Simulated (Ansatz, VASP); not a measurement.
**One calculation of Os, two programs**

INCAR

```
SYSTEM = Os
  PREC = Accurate
  ENCUT = 520
  EDIFF = 1E-8
  ISMEAR = -1
  SIGMA = 0.03
  LREAL = .False.
  LASPH = .True.
  NELM = 120
  ALGO = Normal
  ISIF = 2
  LWAVE = .False.
  LCHARG = .False.
  GGA = PE
  LEFG = .True.
  NBANDS = 10
  GGA_COMPAT = .False.
```

KPOINTS

```
Automatic mesh
0
Gamma
  14 14 14
  0 0 0
```

Contents of POSCAR:

```
Os
1.0
    0.0000000000      1.9353473349      1.9644500000
    1.9353473349      0.0000000000      1.9644500000
    1.9353473349      1.9353473349      0.0000000000
Os
1
Direct
    0.0000000000      0.0000000000      0.0000000000
```

Input for Ansatz:

```yaml
crystal:
  lattice:
    - [0.0, 1.9353473349, 1.96445]
    - [1.9353473349, 0.0, 1.96445]
    - [1.9353473349, 1.9353473349, 0.0]
  atoms:
    - { symbol: Os, position: [0.0, 0.0, 0.0] }
kpoints:
  mp_grid: { grid: [14, 14, 14] }
scf:
  occupations: { method: fermi_dirac, width: 0.03 }
hamiltonian:
  xc: pbe
  pseudopotentials: { kind: paw }
output:
  forces: true
  stress: true
  eigenvalues: true
  efg: { contact_densities: true }
```

Change from the starting cell: z stretched by +1 % at fixed volume, PAW files.

Alike in both runs: task electric field gradients; functional PBE; k mesh 14 × 14 × 14; occupations fermi-dirac, width 0.03 eV; no spin polarisation.

|  | VASP | Ansatz |
| --- | --- | --- |
| version | VASP 6.6.1 | Ansatz 0.2.0 |
| potentials or method | VASP PAW PBE potentials, release 64 (Os) | PAW with Ansatz's default frozen-core files, scalar-relativistic |
| plane-wave cutoff (eV) | 520 | 420 |
| valence electrons in the cell | 8 | 16 |

|  | VASP | Ansatz | Ansatz less VASP |
| --- | --- | --- | --- |
| pressure (GPa) | -9.7 | -9.4 | +0.29 |
| traceless stress, the component that is largest in VASP (GPa) | -2.50 | -2.52 | -0.016 |
| size of Vzz on the site where it differs most (V/Å²) | 1.8 | 1.1 | -0.73 |

With one functional, cell and mesh, what is left measures potentials, basis and numerics. VASP's potentials hold 8 valence electrons a cell and Ansatz's 16, so a difference there can come from the potentials and not from the codes.

Neither program's run includes spin-orbit coupling.
